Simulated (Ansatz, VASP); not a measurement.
# W: VASP beside Ansatz

Contents of INCAR:

```
SYSTEM = W
  PREC = Accurate
  ENCUT = 520
  EDIFF = 1E-6
  ISMEAR = 0
  SIGMA = 0.1
  LREAL = .False.
  LASPH = .True.
  NELM = 60
  ALGO = Fast
  ISIF = 2
  LWAVE = .False.
  LCHARG = .False.
  GGA = PE
  NBANDS = 13
```

The input KPOINTS:

```
Automatic mesh
0
Gamma
  18 18 18
  0 0 0
```

POSCAR

```
W
1.0
   -1.5937859400      1.5937859400      1.5937859400
    1.5937859400     -1.5937859400      1.5937859400
    1.5937859400      1.5937859400     -1.5937859400
W
1
Direct
    0.0000000000      0.0000000000      0.0000000000
```

Input for Ansatz:

```yaml
crystal:
  lattice:
    - [-1.59378594, 1.59378594, 1.59378594]
    - [1.59378594, -1.59378594, 1.59378594]
    - [1.59378594, 1.59378594, -1.59378594]
  atoms:
    - { symbol: W, position: [0.0, 0.0, 0.0] }
basis:
  ecutwfc: 420
kpoints:
  mp_grid: { grid: [18, 18, 18] }
hamiltonian:
  xc: pbe
scf:
  occupations: { method: gaussian, width: 0.1 }
output:
  forces: true
  stress: true
  eigenvalues: true
```

Alike in both runs: task single point; functional PBE; k mesh 18 × 18 × 18; occupations gaussian, width 0.1 eV; no spin polarisation.

|  | VASP | Ansatz |
| --- | --- | --- |
| version | VASP 6.6.1 | Ansatz 0.2.0 |
| potentials or method | VASP PAW PBE potentials, release 64 (W_sv), cutoff 520 eV | scalar-relativistic, plane waves, PAW |
| valence electrons in the cell | 14 | 14 |

```csv
,VASP,Ansatz,Ansatz less VASP
gap on the k mesh at the Fermi level (eV),none,none,-
pressure (GPa),-0.7,-1.1,-0.43
```

A gap of «none» marks a metal or a gap that the smearing closes. With one functional, cell and mesh, what is left measures potentials, basis and numerics.

Neither program's run includes spin-orbit coupling.
